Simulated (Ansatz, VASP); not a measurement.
Two plane-wave programs on Hg4H2O

```xyz
7
Lattice="-3.1276 3.1276 2.9283 3.1276 -3.1276 2.9283 3.1276 3.1276 -2.9283" Properties=species:S:1:pos:R:3 pbc="T T T"
Hg   -1.5638    1.5638    1.4641
Hg    1.5638   -1.5638    1.4641
Hg    1.5638    1.5638   -1.4641
Hg    1.5638    1.5638    1.4641
H     3.1276    0.0000    0.0000
H     0.0000    3.1276    0.0000
O     0.0000    0.0000    2.9283
```

Change from the starting cell: ordered mixture with vacancies on the anion sites of caesium chloride (I4/mmm, No. 139).

Alike in both runs: functional PBE; k mesh 10 × 10 × 10; occupations gaussian, width 0.1 eV; no spin polarisation.

Ansatz relaxed the structure, and its values are those at the end. VASP's run is a single point on that final structure, the one shown.

|  | VASP | Ansatz |
| --- | --- | --- |
| version | VASP 6.6.1 | Ansatz 0.2.0 |
| potentials or method | VASP PAW PBE potentials, release 64 (Hg, H, O), cutoff 520 eV | scalar-relativistic, plane waves, PAW |
| valence electrons in the cell | 56 | 88 |

|  | VASP | Ansatz | Ansatz less VASP |
| --- | --- | --- | --- |
| gap on the k mesh at the Fermi level (eV) | none | none | - |
| pressure (GPa) | 0.4 | 0.0 | -0.38 |

A gap of «none» marks a metal or a gap that the smearing closes. VASP's potentials hold 56 valence electrons a cell and Ansatz's 88, so a difference there can come from the potentials and not from the codes.

Neither program's run includes spin-orbit coupling.
